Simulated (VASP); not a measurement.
Write the native input for VASP 6.6.1 that does the following.

```
Task                   : single point
Functional             : PBE
Potentials or basis    : VASP PAW PBE potentials, release 64 (Ir)
Cutoff                 : 520 eV
k mesh                 : 22 × 22 × 22
Occupations            : gaussian, width 0.15 eV
Spin                   : no spin polarisation
Dipole correction      : no
Further INCAR settings : ALGO = Normal; EDIFF = 1e-06; NBANDS = 10
```

The structure of Ir lies in POSCAR:

```
Ir
1.0
    0.0000000000      1.9517153861      2.0547659585
    1.9517153861      0.0000000000      2.0547659585
    1.9517153861      1.9517153861      0.0000000000
Ir
1
Direct
    0.0000000000      0.0000000000      0.0000000000
```

These files were run (other wordings do the same):

INCAR

```
SYSTEM = Ir
PREC     = Accurate       ! precision mode
ENCUT    = 520            ! plane-wave cutoff, eV
EDIFF    = 1E-6           ! SCF threshold, eV
ISMEAR   = 0              ! smearing method
SIGMA    = 0.15           ! smearing width, eV
LREAL    = .FALSE.        ! projectors in reciprocal space
LASPH    = .TRUE.         ! aspherical terms in the spheres
NELM     = 100            ! most SCF steps
ALGO     = Normal         ! electronic algorithm
ISIF     = 2              ! what is computed and relaxed
LWAVE    = .FALSE.        ! write WAVECAR
LCHARG   = .FALSE.        ! write CHGCAR
GGA      = PE             ! functional
NBANDS   = 10             ! bands
```

KPOINTS

```
Automatic mesh
0
G
  22 22 22
  0 0 0
```

Potentials or basis: VASP PAW PBE potentials, release 64 (Ir).

Launch:

```bash
$ cat potpaw_PBE.64/Ir/POTCAR > POTCAR
$ mpirun -np 1 vasp_std > vasp.out
```

It gave:

```yaml
Pressure: -21.0 GPa
Band_gap_on_the_k_mesh: zero (an odd number of electrons rules out a gap without spin polarisation)
```

Caveat: the cell stands under tension; spin-orbit coupling is left out, which moves the levels of the heavy elements.

Run time: 32 s on 1 thread of Intel(R) Xeon(R) 6975P-C (Granite Rapids), on a shared host, peak memory 0.26 GiB.
